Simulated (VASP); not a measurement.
A run of VASP 6.6.1 is set up as follows.

INCAR

```
  PREC = Accurate
  ENCUT = 520
  EDIFF = 1E-6
  ISMEAR = -1
  SIGMA = 0.1
  LREAL = False
  LASPH = True
  NELM = 60
  ALGO = Normal
  ISIF = 2
  LWAVE = False
  LCHARG = False
  GGA = PS
  NBANDS = 13
```

The input KPOINTS:

```
Automatic mesh
0
Gamma
  16 16 16
```

POSCAR

```
Ru
1.0
   -1.5489857421      1.5489857421      1.5489857421
    1.5489857421     -1.5489857421      1.5489857421
    1.5489857421      1.5489857421     -1.5489857421
Ru
1
Direct
    0.0000000000      0.0000000000      0.0000000000
```

Potentials or basis: VASP PAW PBE potentials, release 64 (Ru_pv).

The run is started by

```console
$ cat potpaw_PBE.64/Ru_pv/POTCAR > POTCAR
$ mpirun -np 1 vasp_std > vasp.out
```

**Question.** Predict the band gap on the k mesh.

**Answer.** Zero (band 7 reaches 12.91 eV, above the bottom of band 8 at 9.75 eV).

**Question.** Estimate the pressure.

**Answer.** -19.8 GPa.

Caveat: the PAW data sets were made with another functional, which shifts forces and pressure a little.
